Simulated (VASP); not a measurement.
# BP (Pm-3m) in VASP: a series of runs

The runs below take BP through single point, relaxation of cell and atoms, with PBE.

All numbers are computed with VASP 6.6.1; they aren't measurements. Logs are shortened: lines on timing, memory, paths and dates and some standing lists are left out, and cuts for length are marked.

## (1) The cell of the first run

It takes space group Pm-3m (No. 221, cubic). Conventional cell: a = 2.733 Å, b = 2.733 Å, c = 2.733 Å, α = 90.00°, β = 90.00°, γ = 90.00°. B (site symmetry m-3m) has 8 P at 2.37 Å and 6 B at 2.73 Å within 3.1 Å. P (site symmetry m-3m) has 8 B at 2.37 Å and 6 P at 2.73 Å within 3.1 Å.

## (2) Single point, PBE

INCAR

```
ALGO = Normal ; EDIFF = 1E-6
ENCUT = 520 ; GGA = PE
ISIF = 2 ; ISMEAR = 0
LASPH = True ; LCHARG = True
LELF = True ; LREAL = False
LVHAR = True ; LWAVE = False
NBANDS = 11 ; NELM = 60
PREC = Accurate ; SIGMA = 0.1
```

KPOINTS

```
k-points
0
Gamma
  6 6 6
```

POSCAR

```
BP
1.0
    2.7329341377      0.0000000000      0.0000000000
    0.0000000000      2.7329341377      0.0000000000
    0.0000000000      0.0000000000      2.7329341377
B P
1 1
Direct
    0.0000000000      0.0000000000      0.0000000000
    0.5000000000      0.5000000000      0.5000000000
```

Potentials or basis: VASP PAW PBE potentials, release 64 (B, P).

Run with:

```console
cat potpaw_PBE.64/B/POTCAR potpaw_PBE.64/P/POTCAR > POTCAR
mpirun -np 1 vasp_std > vasp.out
```

OUTCAR:

```text
EDIFF = 1E-6
   ENCUT = 520
   GGA = PE
   ISIF = 2
   ISMEAR = 0
   LASPH = True
   LREAL = False
   NELM = 60
   PREC = Accurate

 ion  position               nearest neighbor table
   1  0.000  0.000  0.000-   2 2.37   2 2.37   2 2.37   2 2.37   2 2.37   2 2.37   2 2.37   2 2.37

   2  0.500  0.500  0.500-   1 2.37   1 2.37   1 2.37   1 2.37   1 2.37   1 2.37   1 2.37   1 2.37

  LATTYP: Found a simple cubic cell.
 ALAT       =     2.7329341377

  Lattice vectors:

 A1 = (   2.7329341377,   0.0000000000,   0.0000000000)
 A2 = (   0.0000000000,   2.7329341377,   0.0000000000)
 A3 = (   0.0000000000,   0.0000000000,   2.7329341377)

Analysis of symmetry for initial positions (statically):
=====================================================================
 Subroutine PRICEL returns:
 Original cell was already a primitive cell.

 Routine SETGRP: Setting up the symmetry group for a
 simple cubic supercell.

 Subroutine GETGRP returns: Found 48 space group operations
 (whereof 48 operations were pure point group operations)
 out of a pool of 48 trial point group operations.

The static configuration has the point symmetry O_h .

Analysis of symmetry for dynamics (positions and initial velocities):
=====================================================================
 Subroutine PRICEL returns:
 Original cell was already a primitive cell.

 Routine SETGRP: Setting up the symmetry group for a
 simple cubic supercell.

 Subroutine GETGRP returns: Found 48 space group operations
 (whereof 48 operations were pure point group operations)
 out of a pool of 48 trial point group operations.

The dynamic configuration has the point symmetry O_h .

 Subroutine INISYM returns: Found 48 space group operations
 (whereof 48 operations are pure point group operations),
 and found     1 'primitive' translations

----------------------------------------------------------------------------------------

                                     Primitive cell

  volume of cell :      20.4121

  direct lattice vectors                    reciprocal lattice vectors
     2.732934138  0.000000000  0.000000000     0.365907098  0.000000000  0.000000000
     0.000000000  2.732934138  0.000000000     0.000000000  0.365907098  0.000000000
     0.000000000  0.000000000  2.732934138     0.000000000  0.000000000  0.365907098

  length of vectors
     2.732934138  2.732934138  2.732934138     0.365907098  0.365907098  0.365907098

  position of ions in fractional coordinates (direct lattice)
     0.000000000  0.000000000  0.000000000
     0.500000000  0.500000000  0.500000000

  ion indices of the primitive-cell ions
   primitive index   ion index
                 1           1
                 2           2

----------------------------------------------------------------------------------------

 KPOINTS: k-points

Automatic generation of k-mesh.
 Grid dimensions read from file:
 generate k-points for:    6    6    6

 Generating k-lattice:

  Cartesian coordinates                     Fractional coordinates (reciprocal lattice)
     0.060984516  0.000000000  0.000000000     0.166666667  0.000000000  0.000000000
     0.000000000  0.060984516  0.000000000     0.000000000  0.166666667  0.000000000
     0.000000000  0.000000000  0.060984516     0.000000000  0.000000000  0.166666667

  Length of vectors
     0.060984516  0.060984516  0.060984516

  Shift w.r.t. Gamma in fractional coordinates (k-lattice)
     0.000000000  0.000000000  0.000000000

 Subroutine IBZKPT returns following result:
 ===========================================

 Found     20 irreducible k-points:

 Following reciprocal coordinates:
            Coordinates               Weight
  0.000000  0.000000  0.000000      1.000000
  0.166667  0.000000  0.000000      6.000000
  0.333333  0.000000  0.000000      6.000000
  0.500000  0.000000  0.000000      3.000000
  0.166667  0.166667  0.000000     12.000000
  0.333333  0.166667  0.000000     24.000000
[... 12 lines left out ...]
  0.500000  0.500000  0.333333      6.000000
  0.500000  0.500000  0.500000      1.000000
   k-points           NKPTS =     20   k-points in BZ     NKDIM =     20   number of bands    NBANDS=     11
   number of dos      NEDOS =    301   number of ions     NIONS =      2
   total plane-waves  NPLWV =   8000
   dimension x,y,z NGX =    20 NGY =   20 NGZ =   20
   dimension x,y,z NGXF=    40 NGYF=   40 NGZF=   40
   ions per type =               1   1
   NGX,Y,Z   is equivalent  to a cutoff of  12.17, 12.17, 12.17 a.u.
   NGXF,Y,Z  is equivalent  to a cutoff of  24.33, 24.33, 24.33 a.u.
 SYSTEM =  unknown system
   PREC   = accura    normal or accurate (medium, high low for compatibility)
   ISTART =      0    job   : 0-new  1-cont  2-samecut
   ICHARG =      2    charge: 1-file 2-atom 10-const
   ISPIN  =      1    spin polarized calculation?
   LNONCOLLINEAR =      F non collinear calculations
   LSORBIT =      F    spin-orbit coupling
   LASPH  =      T    aspherical Exc in radial PAW
   ENCUT  =  520.0 eV  38.22 Ry    6.18 a.u.   5.08  5.08  5.08*2*pi/ulx,y,z
   NELM   =     60;   NELMIN=  2; NELMDL= -5     # of ELM steps
   EDIFF  = 0.1E-05   stopping-criterion for ELM
   LREAL  =      F    real-space projection
   EDIFFG = 0.1E-04   stopping-criterion for IOM
   NSW    =      0    number of steps for IOM
   IBRION =     -1    ionic relax: 0-MD 1-quasi-New 2-CG
   NFREE  =      0    steps in history (QN), initial steepest desc. (CG)
   ISIF   =      2    stress and relaxation
   ISYM   =      2    0-nonsym 1-usesym 2-fastsym
   POTIM  = 0.5000    time-step for ionic-motion
   TEBEG  =    0.0;   TEEND  =   0.0 temperature during run
   PSTRESS=    0.0 pullay stress
   NELECT =       8.0000    total number of electrons
   NUPDOWN=      -1.0000    fix difference up-down
   EMIN   =  10.00;   EMAX   =-10.00  energy-range for DOS
   EFERMI =   0.00;   METHOD = LEGACY
   ISMEAR =     0;   SIGMA  =   0.10  broadening in eV -4-tet -1-fermi 0-gaus
   EFERMI_NEDOS =   21; number of points for ismear=-14 and -15
   IALGO  =     38    algorithm
   IMIX   =      4    mixing-type and parameters
     AMIX     =   0.40;   BMIX     =  1.00
     AMIX_MAG =   1.60;   BMIX_MAG =  1.00
  volume/ion in A,a.u.               =      10.21        68.87
  Fermi-wavevector in a.u.,A,eV,Ry     =   1.198052  2.263990 19.528830  1.435329
  Thomas-Fermi vector in A             =   2.333951
   LORBIT       =      0    0 simple, 1 ext, 2 COOP (PROOUT), +10 PAW based schemes
   GGA     = PE    functional components
   LHFCALC =     F    Hartree Fock is set to
   AEXX    =    0.0000 exact exchange contribution
   IVDW    =     0    specifies the selected vdW correction
   LEPSILON=     F    determine dielectric tensor
   LRPA    =     F    only Hartree local field effects (RPA)
 non-spin polarized calculation
 Gauss-broadening in eV      SIGMA  =   0.10
  energy-cutoff  :      520.00
  volume of cell :       20.41
 maximum number of plane-waves:       560
   NGX = 11   NGY = 11   NGZ = 11

 number of electron       7.9999999 magnetization

 Free energy of the ion-electron system (eV)
  ---------------------------------------------------
  ext. energy  EPLUGINS =         0.00000000
  ---------------------------------------------------
  free energy    TOTEN  =        -9.22198394 eV

  energy without entropy =       -9.21563289  energy(sigma->0) =       -9.21880841

 E-fermi :   9.9204     XC(G=0): -12.0303

 val. band max:        9.7132369879   @ k =   0.1667   0.1667   0.0000
 cond. band min:       9.9418977381   @ k =   0.5000   0.1667   0.0000
 fundamental gap:      0.2286607503
 Fermi energy:         9.9203655172

 k-point     1 :       0.0000    0.0000    0.0000
  band No.  band energies     occupation
      1      -7.1143      2.00000
      2       8.7687      2.00000
      3       8.7687      2.00000
      4       8.7687      2.00000
      5      11.8007      0.00000
      6      14.2900      0.00000
      7      14.2900      0.00000
      8      20.4733      0.00000
      9      20.4733      0.00000
     10      20.4733      0.00000
     11      27.6435      0.00000

 k-point     2 :       0.1667    0.0000    0.0000
  band No.  band energies     occupation
      1      -6.6174      2.00000
      2       5.3301      2.00000
      3       9.2434      2.00000
      4       9.2434      2.00000
      5      12.5980      0.00000
      6      14.7798      0.00000
      7      17.8405      0.00000
      8      18.9776      0.00000
      9      18.9776      0.00000
     10      19.7244      0.00000
     11      27.6690      0.00000

 k-point     3 :       0.3333    0.0000    0.0000
  band No.  band energies     occupation
      1      -5.1651      2.00000
      2       1.1602      2.00000
      3      10.6491      0.00000
      4      10.6491      0.00000
      5      13.6344      0.00000
      6      15.9257      0.00000
      7      15.9257      0.00000
      8      16.1340      0.00000
      9      17.3979      0.00000
     10      24.2675      0.00000
     11      24.3706      0.00000

 k-point     4 :       0.5000    0.0000    0.0000
  band No.  band energies     occupation
      1      -3.4921      2.00000
      2      -1.4535      2.00000
      3      12.6912      0.00000
      4      12.6912      0.00000
      5      13.1982      0.00000
      6      13.1982      0.00000
      7      14.7554      0.00000
      8      15.8933      0.00000
      9      17.3154      0.00000
     10      22.0052      0.00000
     11      28.3842      0.00000
[... 183 lines left out ...]
 k-point    18 :       0.5000    0.3333    0.3333
  band No.  band energies     occupation
      1       0.5870      2.00000
      2       2.2179      2.00000
      3       6.4730      2.00000
      4       7.1361      2.00000
      5       7.7970      2.00000
      6       8.1460      2.00000
      7      12.7087      0.00000
      8      13.0609      0.00000
      9      27.5123      0.00000
     10      27.8933      0.00000
     11      29.3741      0.00000

 k-point    19 :       0.5000    0.5000    0.3333
  band No.  band energies     occupation
      1       2.4958      2.00000
      2       3.9342      2.00000
      3       3.9342      2.00000
      4       5.4086      2.00000
      5       8.6688      2.00000
      6      10.0301      0.12073
      7      10.0301      0.12073
      8      10.2724      0.00000
      9      29.0551      0.00000
     10      29.0551      0.00000
     11      29.3520      0.00000

 k-point    20 :       0.5000    0.5000    0.5000
  band No.  band energies     occupation
      1       4.1392      2.00000
      2       6.1644      2.00000
      3       6.1644      2.00000
      4       6.1644      2.00000
      5       6.8362      2.00000
      6       6.8362      2.00000
      7       6.8362      2.00000
      8       8.1756      2.00000
      9      30.4184      0.00000
     10      30.4184      0.00000
     11      30.4184      0.00000

------------------------ aborting loop because EDIFF is reached ----------------------------------------

  FORCE on cell =-STRESS in cart. coord.  units (eV):
  Direction    XX          YY          ZZ          XY          YZ          ZX
  --------------------------------------------------------------------------------------
  -------------------------------------------------------------------------------------
  Total       -0.0277587     -0.0277587     -0.0277587      0.0000000      0.0000000     -0.0000000
  in kB       -2.1788204     -2.1788204     -2.1788204      0.0000000      0.0000000     -0.0000000
  external PRESSURE =      -2.1788204 kB  Pullay stress =       0.0000000 kB

 VOLUME and BASIS-vectors are now :
 -----------------------------------------------------------------------------
  energy-cutoff  :      520.00
  volume of cell :       20.41
      direct lattice vectors                 reciprocal lattice vectors
     2.732934138  0.000000000  0.000000000     0.365907098  0.000000000  0.000000000
     0.000000000  2.732934138  0.000000000     0.000000000  0.365907098  0.000000000
     0.000000000  0.000000000  2.732934138     0.000000000  0.000000000  0.365907098

 POSITION                                       TOTAL-FORCE (eV/Angst)
 -----------------------------------------------------------------------------------
      0.00000      0.00000      0.00000         0.000000      0.000000      0.000000
      1.36647      1.36647      1.36647         0.000000      0.000000      0.000000
 -----------------------------------------------------------------------------------
    total drift:                                0.000000      0.000000      0.000000

  FREE ENERGIE OF THE ION-ELECTRON SYSTEM (eV)
  ---------------------------------------------------
  free  energy   TOTEN  =        -9.2219839418 eV

  energy  without entropy=       -9.2156328863  energy(sigma->0) =       -9.21880841
```

Wall time 2.9 s (1 thread of Intel Xeon Platinum 8488C (Sapphire Rapids), shared host); peak memory 0.11 GiB.

What came out:

```
Free energy            : -9.2220 eV
Pressure               : -0.2 GPa
Band gap on the k mesh : zero (band 4 reaches 12.69 eV, above the bottom of band 5 at 6.84 eV)
```

Caveat: the k points lie up to 0.38 Å⁻¹ apart.

(Part 1 of 2 ends here.)
